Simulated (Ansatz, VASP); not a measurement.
**PtSe2: VASP beside Ansatz**

File INCAR:

```
PREC = Accurate
ENCUT = 520
EDIFF = 1E-6
ISMEAR = -1
SIGMA = 0.05
LREAL = False
LASPH = True
NELM = 60
ALGO = Normal
ISIF = 2
LWAVE = False
LCHARG = False
GGA = RE
IVDW = 12
NBANDS = 18
```

File KPOINTS:

```
Automatic mesh
0
Gamma
  8 8 5
```

File POSCAR:

```
PtSe2
1.0
    3.6990059583      0.0000000000      0.0000000000
   -1.8495029792      3.2034331287      0.0000000000
    0.0000000000      0.0000000000      5.0280258220
Pt Se
1 2
Direct
    0.0000000000      0.0000000000      0.0000000000
    0.6666666667      0.3333333333      0.7500000000
    0.3333333333      0.6666666667      0.2500000000
```

File input.yaml:

```yaml
crystal:
  lattice:
    - [3.6990059583, 0.0, 0.0]
    - [-1.8495029792, 3.2034331287, 0.0]
    - [0.0, 0.0, 5.028025822]
  atoms:
    - { symbol: Pt, position: [0.0, 0.0, 0.0] }
    - { symbol: Se, position: [0.6666666667, 0.3333333333, 0.75] }
    - { symbol: Se, position: [0.3333333333, 0.6666666667, 0.25] }
hamiltonian:
  xc: revpbe
  pseudopotentials: { kind: paw }
  dispersion: d3bj
kpoints:
  mp_grid: { grid: [8, 8, 5] }
scf:
  occupations: { method: fermi_dirac, width: 0.05 }
output:
  forces: true
  stress: true
  eigenvalues: true
  write_density: true
  write_potential: true
  elf: true
  volumetric_format: npy
```

Alike in both runs: task single point; functional revPBE; dispersion D3(BJ); k mesh 8 × 8 × 5; occupations fermi-dirac, width 0.05 eV; no spin polarisation.

|  | VASP | Ansatz |
| --- | --- | --- |
| version | VASP 6.6.1 | Ansatz 0.2.0 |
| potentials or method | VASP PAW PBE potentials, release 64 (Pt, Se) | Ansatz PAW |
| plane-wave cutoff (eV) | 520 | 420 |
| valence electrons in the cell | 22 | 50 |

VASP gave:

| Quantity | Value |
| --- | --- |
| gap on the k mesh at the Fermi level (eV) | none |
| pressure (GPa) | 4.5 |
| traceless stress, the component that is largest in VASP (GPa) | -2.11 |
| rms of the force components (eV/Å) | 0.455 |

**Question.** What did Ansatz give for the same quantities?

**Answer.** gap on the k mesh at the Fermi level (eV): none; pressure (GPa): 4.5; traceless stress, the component that is largest in VASP (GPa): -2.10; rms of the force components (eV/Å): 0.452.

VASP's potentials were made for PBE, not for revPBE. Atom by atom the forces differ by 0.002 eV/Å (rms over components). A gap of «none» marks a metal or a gap that the smearing closes. VASP's potentials hold 22 valence electrons a cell and Ansatz's 50, so a difference there can come from the potentials and not from the codes.

Neither program's run includes spin-orbit coupling.
